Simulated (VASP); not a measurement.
Runs of VASP 6.6.1 on Hg. The structure is that of space group Pm-3m (No. 221), or close to it. The cells are those of the table. 

| task | cell | cutoff (eV) | smearing | k mesh for the DOS | occupations for the DOS | gap on the mesh (eV) | pressure (GPa) |
| --- | --- | --- | --- | --- | --- | --- | --- |
| single point | a = 3.101 Å, 1 atom | 500 | gaussian 0.01 eV | - | - | none | (b) |
| single point | a = 2.971 Å, 1 atom | 500 | fermi-dirac 0.08 eV | - | - | none | 3.7 |
| single point | a = 2.586 Å, 1 atom | 500 | fermi-dirac 0.08 eV | - | - | none | 69.3 |
| single point | a = 2.461 Å, 1 atom | 500 | fermi-dirac 0.08 eV | - | - | none | 141.3 |
| single point | a = 2.340 Å, 1 atom | 500 | fermi-dirac 0.08 eV | - | - | none | 270.4 |
| single point | a = 2.854 Å, 1 atom | 500 | fermi-dirac 0.08 eV | - | - | none | 11.5 |
| single point | a = 3.101 Å, 1 atom | 500 | fermi-dirac 0.08 eV | - | - | none | (a) |

Alike in all rows: level PBE; potentials or basis VASP PAW PBE potentials, release 64 (Hg); no spin polarisation; k mesh 12 × 12 × 12.

**Question.** Fill in the values left out.

**Answer.** (a) 0.1; (b) 0.0.

Caveats: spin-orbit coupling is left out, which moves the levels of the heavy elements.

A k mesh can miss the band edges, and the runs leave out spin-orbit coupling on Hg.

A gap of «none» marks levels without a gap at the run's occupations.
